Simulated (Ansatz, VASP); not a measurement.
## TaN in VASP and in Ansatz

Contents of INCAR:

```
SYSTEM = TaN
ALGO     = Normal         ! electronic algorithm
EDIFF    = 1E-8           ! SCF threshold, eV
ENCUT    = 520            ! plane-wave cutoff, eV
GGA      = PS             ! functional
ISIF     = 2              ! what is computed and relaxed
ISMEAR   = -1             ! smearing method
LASPH    = .TRUE.         ! aspherical terms in the spheres
LCHARG   = .FALSE.        ! write CHGCAR
LEFG     = .TRUE.       
LREAL    = .FALSE.        ! projectors in reciprocal space
LWAVE    = .FALSE.        ! write WAVECAR
NBANDS   = 15             ! bands
NELM     = 60             ! most SCF steps
PREC     = Accurate       ! precision mode
SIGMA    = 0.02           ! smearing width, eV
```

File KPOINTS:

```
k-points
0
G
  12 12 10
  0 0 0
```

The input POSCAR:

```
TaN
1.0
    2.9477597236      0.0000000000      0.0000000000
   -1.4738798618      2.5528348050      0.0000000000
    0.0000000000      0.0000000000      2.8925781435
Ta N
1 1
Direct
    0.3333333333      0.6666666667      0.5000000000
    0.0000000000      0.0000000000      0.0000000000
```

Input for Ansatz:

```yaml
crystal:
  lattice:
    - [2.9477597236, 0.0, 0.0]
    - [-1.4738798618, 2.552834805, 0.0]
    - [0.0, 0.0, 2.8925781435]
  atoms:
    - { symbol: Ta, position: [0.3333333333, 0.6666666667, 0.5] }
    - { symbol: "N", position: [0.0, 0.0, 0.0] }
kpoints:
  mp_grid: { grid: [12, 12, 10] }
scf:
  occupations: { method: fermi_dirac, width: 0.02 }
hamiltonian:
  xc: pbesol
  pseudopotentials: { kind: all_electron, datasets: crystal }
output:
  forces: true
  stress: true
  eigenvalues: true
  efg: { contact_densities: true }
```

Change from the starting cell: volume scaled by 1.01, crystal datasets.

Alike in both runs: task electric field gradients; functional PBEsol; k mesh 12 × 12 × 10; occupations fermi-dirac, width 0.02 eV; no spin polarisation.

```csv
,VASP,Ansatz
version,VASP 6.6.1,Ansatz 0.2.0
potentials or method,"VASP PAW PBE potentials, release 64 (Ta_pv, N), cutoff 520 eV","all-electron PAW with datasets made for the crystal, scalar-relativistic"
```

```tsv
	VASP	Ansatz	Ansatz less VASP
pressure (GPa)	-7.5	-8.1	-0.63
traceless stress, the component that is largest in VASP (GPa)	-0.33	-0.46	-0.122
size of Vzz on the site where it differs most (V/Å²)	20.7	59.5	+38.80
```

VASP's potentials were made for PBE, not for PBEsol. Ansatz ran all-electron here, and VASP with PAW potentials.

Neither program's run includes spin-orbit coupling.
